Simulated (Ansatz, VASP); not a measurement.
**Two plane-wave programs on Hf**

```
Hf
1.0
     0.00000    2.15444    2.28894
     2.09645    0.00000    2.28894
     2.09645    2.15444    0.00000
Hf
1
Direct
  0.00000 0.00000 0.00000
```

Change from the starting cell: strain +e along x and -e along y -0.0133, strain +e along z and -e/2 along x and y +0.0500.

Alike in both runs: task single point; functional LDA; k mesh 18 × 18 × 18; occupations gaussian, width 0.15 eV; no spin polarisation.

|  | VASP | Ansatz |
| --- | --- | --- |
| version | VASP 6.6.1 | Ansatz 0.2.0 |
| potentials or method | VASP PAW LDA potentials, release 64 (Hf_pv), cutoff 520 eV | scalar-relativistic, plane waves, PAW |
| valence electrons in the cell | 10 | 26 |

|  | VASP | Ansatz | Ansatz less VASP |
| --- | --- | --- | --- |
| gap on the k mesh at the Fermi level (eV) | none | none | - |
| pressure (GPa) | 0.2 | 0.2 | -0.03 |
| traceless stress, the component that is largest in VASP (GPa) | -2.51 | -2.52 | -0.003 |

LDA's correlation is that of Perdew and Zunger in VASP and of Perdew and Wang (1992) in Ansatz. A gap of «none» marks a metal or a gap that the smearing closes. VASP's potentials hold 10 valence electrons a cell and Ansatz's 26, so a difference there can come from the potentials and not from the codes.

Neither program's run includes spin-orbit coupling.
